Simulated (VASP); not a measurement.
# AlNi3 (Pm-3m) in VASP: a series of runs

Runs on AlNi3. Level: r2SCAN. Tasks: single point.

Program: VASP 6.6.1. These are calculated values, not measurements. Logs are shortened: lines on timing, memory, paths and dates and some standing lists are left out, and cuts for length are marked.

### 1 The cell of the first run

It takes space group Pm-3m (No. 221, cubic). Conventional cell: a = 3.561 Å, b = 3.561 Å, c = 3.561 Å, α = 90.00°, β = 90.00°, γ = 90.00°. Within 3.3 Å of Al (site symmetry m-3m) lie 12 Ni at 2.52 Å. Ni (site symmetry 4/mmm) has 4 Al at 2.52 Å and 8 Ni at 2.52 Å within 3.3 Å.

### 2 Single point, r2SCAN, collinear spin, ferromagnetic start (11.29 Å³/atom)

POSCAR

```
AlNi3
1.0
    3.5610623180      0.0000000000      0.0000000000
    0.0000000000      3.5610623180      0.0000000000
    0.0000000000      0.0000000000      3.5610623180
Al Ni
1 3
Direct
    0.0000000000      0.0000000000      0.0000000000
    0.0000000000      0.5000000000      0.5000000000
    0.5000000000      0.0000000000      0.5000000000
    0.5000000000      0.5000000000      0.0000000000
```

INCAR.step1

```
PREC = Accurate
ENCUT = 520
ISMEAR = 0
SIGMA = 0.1
LREAL = F
LASPH = T
NELM = 150
ISPIN = 2
MAGMOM = 0 0.4 0.4 0.4
LMAXMIX = 4
NBANDS = 28
GGA = PE
ALGO = Normal
EDIFF = 1E-4
LWAVE = T
LCHARG = F
```

INCAR.step2

```
PREC = Accurate
ENCUT = 520
EDIFF = 1E-7
ISMEAR = 0
SIGMA = 0.1
LREAL = F
LASPH = T
NELM = 150
ALGO = Normal
ISIF = 2
LWAVE = F
LCHARG = F
ISPIN = 2
MAGMOM = 0 0.4 0.4 0.4
LORBIT = 11
LMAXMIX = 4
METAGGA = R2SCAN
LMIXTAU = T
NBANDS = 28
ISTART = 1
```

KPOINTS

```
Automatic mesh
0
Gamma
  12 12 12
```

Potentials or basis: VASP PAW PBE potentials, release 64 (Al, Ni).

Launch:

```sh
cat potpaw_PBE.64/Al/POTCAR potpaw_PBE.64/Ni/POTCAR > POTCAR
cp INCAR.step1 INCAR
mpirun -np 1 vasp_std > vasp.out
cp INCAR.step2 INCAR
mpirun -np 1 vasp_std > vasp.out
```

OUTCAR:

```text
PREC = Accurate
   ENCUT = 520
   EDIFF = 1E-7
   ISMEAR = 0
   LREAL = F
   LASPH = T
   NELM = 150
   ISIF = 2
   ISPIN = 2
   LORBIT = 11
   METAGGA = R2SCAN
   ISTART = 1

 ion  position               nearest neighbor table
   1  0.000  0.000  0.000-   2 2.52   3 2.52   4 2.52   2 2.52   3 2.52   2 2.52   4 2.52   2 2.52
                             3 2.52   4 2.52   3 2.52   4 2.52
   2  0.000  0.500  0.500-   1 2.52   3 2.52   4 2.52   1 2.52   4 2.52   1 2.52   3 2.52   1 2.52
                             3 2.52   4 2.52   4 2.52   3 2.52
   3  0.500  0.000  0.500-   1 2.52   2 2.52   4 2.52   1 2.52   4 2.52   2 2.52   4 2.52   4 2.52
                             1 2.52   2 2.52   1 2.52   2 2.52
   4  0.500  0.500  0.000-   1 2.52   2 2.52   3 2.52   2 2.52   3 2.52   1 2.52   3 2.52   3 2.52
                             1 2.52   2 2.52   2 2.52   1 2.52

  LATTYP: Found a simple cubic cell.
 ALAT       =     3.5610623180

  Lattice vectors:

 A1 = (   3.5610623180,   0.0000000000,   0.0000000000)
 A2 = (   0.0000000000,   3.5610623180,   0.0000000000)
 A3 = (   0.0000000000,   0.0000000000,   3.5610623180)

Analysis of symmetry for initial positions (statically):
=====================================================================
 Subroutine PRICEL returns:
 Original cell was already a primitive cell.

 Routine SETGRP: Setting up the symmetry group for a
 simple cubic supercell.

 Subroutine GETGRP returns: Found 48 space group operations
 (whereof 48 operations were pure point group operations)
 out of a pool of 48 trial point group operations.

The static configuration has the point symmetry O_h .

Analysis of symmetry for dynamics (positions and initial velocities):
=====================================================================
 Subroutine PRICEL returns:
 Original cell was already a primitive cell.

 Routine SETGRP: Setting up the symmetry group for a
 simple cubic supercell.

 Subroutine GETGRP returns: Found 48 space group operations
 (whereof 48 operations were pure point group operations)
 out of a pool of 48 trial point group operations.

The dynamic configuration has the point symmetry O_h .

Analysis of structural, dynamic, and magnetic symmetry:
=====================================================================
 Subroutine PRICEL returns:
 Original cell was already a primitive cell.

 Routine SETGRP: Setting up the symmetry group for a
 simple cubic supercell.

[... 134 lines left out ...]
   LHFCALC =     F    Hartree Fock is set to
   AEXX    =    0.0000 exact exchange contribution
   IVDW    =     0    specifies the selected vdW correction
   LEPSILON=     F    determine dielectric tensor
   LRPA    =     F    only Hartree local field effects (RPA)
 spin polarized calculation
 Gauss-broadening in eV      SIGMA  =   0.10
  energy-cutoff  :      520.00
  volume of cell :       45.16
 maximum number of plane-waves:      1234
 NGX is ok and might be reduce to    28
   NGX = 13   NGY = 13   NGZ = 13

 number of electron      33.0000012 magnetization       0.8967868

 Free energy of the ion-electron system (eV)
  ---------------------------------------------------
  ext. energy  EPLUGINS =         0.00000000
  ---------------------------------------------------
  free energy    TOTEN  =       -44.28563938 eV

  energy without entropy =      -44.27420422  energy(sigma->0) =      -44.27992180

 E-fermi :   9.4012     XC(G=0): -13.7515

 val. band max:        9.3971144898   @ k =   0.4167   0.3333   0.1667
 cond. band min:       9.4086101372   @ k =   0.4167   0.2500   0.0000
 fundamental gap:      0.0114956474
 Fermi energy:         9.4011914777

 spin component 1

 k-point     1 :       0.0000    0.0000    0.0000
  band No.  band energies     occupation
      1      -1.0592      1.00000
      2       4.7806      1.00000
      3       5.4471      1.00000
      4       5.4471      1.00000
      5       5.7554      1.00000
      6       5.7554      1.00000
[... 733 lines left out ...]
     27      23.4232      0.00000
     28      23.6949      0.00000

 [... further k-points ...]

 spin component 2

 k-point     1 :       0.0000    0.0000    0.0000
  band No.  band energies     occupation
      1      -1.2234      1.00000
      2       4.8429      1.00000
      3       5.6988      1.00000
      4       5.6988      1.00000
      5       6.3027      1.00000
      6       6.3027      1.00000
[... 733 lines left out ...]
     27      23.4087      0.00000
     28      23.7356      0.00000

 [... further k-points ...]

------------------------ aborting loop because EDIFF is reached ----------------------------------------

  FORCE on cell =-STRESS in cart. coord.  units (eV):
  Direction    XX          YY          ZZ          XY          YZ          ZX
  --------------------------------------------------------------------------------------
  -------------------------------------------------------------------------------------
  Total       -1.5387779     -1.5387779     -1.5387779      0.0000000      0.0000000      0.0000000
  in kB      -54.5943623    -54.5943623    -54.5943623      0.0000000      0.0000000      0.0000000
  external PRESSURE =     -54.5943623 kB  Pullay stress =       0.0000000 kB

 VOLUME and BASIS-vectors are now :
 -----------------------------------------------------------------------------
  energy-cutoff  :      520.00
  volume of cell :       45.16
      direct lattice vectors                 reciprocal lattice vectors
     3.561062318  0.000000000  0.000000000     0.280815080  0.000000000  0.000000000
     0.000000000  3.561062318  0.000000000     0.000000000  0.280815080  0.000000000
     0.000000000  0.000000000  3.561062318     0.000000000  0.000000000  0.280815080

 POSITION                                       TOTAL-FORCE (eV/Angst)
 -----------------------------------------------------------------------------------
      0.00000      0.00000      0.00000         0.000000      0.000000      0.000000
      0.00000      1.78053      1.78053         0.000000      0.000000      0.000000
      1.78053      0.00000      1.78053         0.000000      0.000000      0.000000
      1.78053      1.78053      0.00000         0.000000      0.000000      0.000000
 -----------------------------------------------------------------------------------
    total drift:                                0.000000      0.000000      0.000000

  FREE ENERGIE OF THE ION-ELECTRON SYSTEM (eV)
  ---------------------------------------------------
  free  energy   TOTEN  =       -44.2856393811 eV

  energy  without entropy=      -44.2742042155  energy(sigma->0) =      -44.27992180

 total charge

# of ion       s       p       d       tot
------------------------------------------
    1        0.408   0.402   0.000   0.810
    2        0.507   0.543   8.377   9.426
    3        0.507   0.543   8.377   9.426
    4        0.507   0.543   8.377   9.426
--------------------------------------------------
tot          1.927   2.031  25.131  29.089

 magnetization (x)

# of ion       s       p       d       tot
------------------------------------------
    1       -0.002  -0.015   0.000  -0.016
    2       -0.007  -0.025   0.370   0.337
    3       -0.007  -0.025   0.370   0.337
    4       -0.007  -0.025   0.370   0.337
--------------------------------------------------
tot         -0.024  -0.090   1.109   0.995
```

It took 7.1 min on 1 thread of Intel Xeon Platinum 8488C (Sapphire Rapids), shared host; peak memory 0.28 GiB.

Results:

```
Free energy                                           : -44.2856 eV
Pressure                                              : -5.5 GPa
Net moment                                            : 0.90 μB per cell
Site moments                                          : Al -0.02; Ni +0.34 μB
Valence electrons inside the program's atomic spheres : Al 0.81; Ni 9.43
```

Levels at points of the mesh, in eV from the Fermi level:
Spin up:
```csv
k point,band 13,band 14,band 15,band 16,band 17,band 18,band 19,band 20,band 21,band 22
"(0.00, 0.00, 0.00)",-0.54,-0.44,-0.44,-0.44,0.86,0.86,0.86,6.63,6.63,7.63
"(0.50, 0.00, 0.00)",-1.53,-1.44,-1.31,-0.80,-0.44,5.63,5.63,5.72,5.72,6.49
"(0.50, 0.50, 0.00)",-1.59,-1.44,-1.33,-1.23,-0.80,0.58,0.58,8.40,8.40,8.43
"(0.50, 0.50, 0.50)",-1.58,-1.33,-1.33,-0.58,-0.58,-0.58,-0.26,3.51,4.00,4.00
```
Spin down:
| k point | band 12 | band 13 | band 14 | band 15 | band 16 | band 17 | band 18 | band 19 | band 20 | band 21 |
| --- | --- | --- | --- | --- | --- | --- | --- | --- | --- | --- |
| (0.00, 0.00, 0.00) | -0.64 | -0.03 | 0.48 | 0.48 | 0.48 | 0.69 | 0.69 | 0.69 | 6.79 | 6.79 |
| (0.50, 0.00, 0.00) | -1.29 | -0.95 | -0.92 | -0.92 | -0.52 | 0.48 | 5.71 | 5.71 | 5.73 | 5.73 |
| (0.50, 0.50, 0.00) | -1.34 | -1.34 | -1.23 | -0.92 | -0.58 | -0.47 | 1.15 | 1.15 | 8.43 | 8.43 |
| (0.50, 0.50, 0.50) | -1.42 | -1.42 | -1.03 | -1.03 | -0.40 | 0.18 | 0.18 | 0.18 | 3.67 | 4.39 |

Caveat: the cell stands under tension; the PAW data sets were made with another functional, which shifts forces and pressure a little.

### 3 Single point, r2SCAN, collinear spin, ferromagnetic start (11.62 Å³/atom)

This run uses another cell than the first one, of 11.62 Å³/atom.

POSCAR

```
AlNi3
1.0
    3.5953054025      0.0000000000      0.0000000000
    0.0000000000      3.5953054025      0.0000000000
    0.0000000000      0.0000000000      3.5953054025
Al Ni
1 3
Direct
    0.0000000000      0.0000000000      0.0000000000
    0.0000000000      0.5000000000      0.5000000000
    0.5000000000      0.0000000000      0.5000000000
    0.5000000000      0.5000000000      0.0000000000
```

INCAR.step1

```
ALGO = Normal ; EDIFF = 1E-4
ENCUT = 520 ; GGA = PE
ISMEAR = 0 ; ISPIN = 2
LASPH = True ; LCHARG = False
LMAXMIX = 4 ; LREAL = False
LWAVE = True ; MAGMOM = 0 0.4 0.4 0.4
NBANDS = 28 ; NELM = 150
PREC = Accurate ; SIGMA = 0.1
```

INCAR.step2

```
ALGO = Normal ; EDIFF = 1E-6
ENCUT = 520 ; ISIF = 2
ISMEAR = 0 ; ISPIN = 2
ISTART = 1 ; LASPH = True
LCHARG = True ; LELF = True
LMAXMIX = 4 ; LMIXTAU = True
LORBIT = 11 ; LREAL = False
LVHAR = True ; LWAVE = False
MAGMOM = 0 0.4 0.4 0.4 ; METAGGA = R2SCAN
NBANDS = 28 ; NELM = 150
PREC = Accurate ; SIGMA = 0.1
```

KPOINTS

```
k-points
0
Gamma
  12 12 12
```

Potentials or basis: VASP PAW PBE potentials, release 64 (Al, Ni).

Launch:

```sh
cat potpaw_PBE.64/Al/POTCAR potpaw_PBE.64/Ni/POTCAR > POTCAR
cp INCAR.step1 INCAR
mpirun -np 1 vasp_std > vasp.out
cp INCAR.step2 INCAR
mpirun -np 1 vasp_std > vasp.out
```

Run time: 6.2 min. Hardware: 1 thread of Intel Xeon Platinum 8488C (Sapphire Rapids), shared host; peak memory 0.29 GiB.

It converged, with:

| Property | Result |
| --- | --- |
| Free energy | -44.2212 eV |
| Pressure | -10.2 GPa |
| Net moment | 0.91 μB per cell |
| Site moments | Al -0.02; Ni +0.35 μB |
| Valence electrons inside the program's atomic spheres | Al 0.79; Ni 9.38 |

Levels at points of the mesh, in eV from the Fermi level:
Spin up:
| k point | band 15 | band 16 | band 17 | band 18 | band 19 | band 20 |
| --- | --- | --- | --- | --- | --- | --- |
| (0.00, 0.00, 0.00) | -0.47 | -0.47 | 0.85 | 0.85 | 0.85 | 6.46 |
| (0.50, 0.00, 0.00) | -1.29 | -0.80 | -0.47 | 5.48 | 5.48 | 5.62 |
| (0.50, 0.50, 0.00) | -1.32 | -1.20 | -0.78 | 0.53 | 0.53 | 8.21 |
| (0.50, 0.50, 0.50) | -1.30 | -0.59 | -0.59 | -0.59 | -0.21 | 3.32 |
Spin down:
```csv
k point,band 12,band 13,band 14,band 15,band 16,band 17,band 18,band 19,band 20,band 21
"(0.00, 0.00, 0.00)",-0.64,-0.04,0.47,0.47,0.47,0.68,0.68,0.68,6.63,6.63
"(0.50, 0.00, 0.00)",-1.26,-0.92,-0.87,-0.87,-0.51,0.47,5.55,5.55,5.63,5.63
"(0.50, 0.50, 0.00)",-1.30,-1.30,-1.18,-0.89,-0.56,-0.44,1.11,1.11,8.21,8.28
"(0.50, 0.50, 0.50)",-1.38,-1.38,-0.99,-0.99,-0.36,0.18,0.18,0.18,3.47,4.25
```

Caveat: the cell stands under tension; the PAW data sets were made with another functional, which shifts forces and pressure a little.
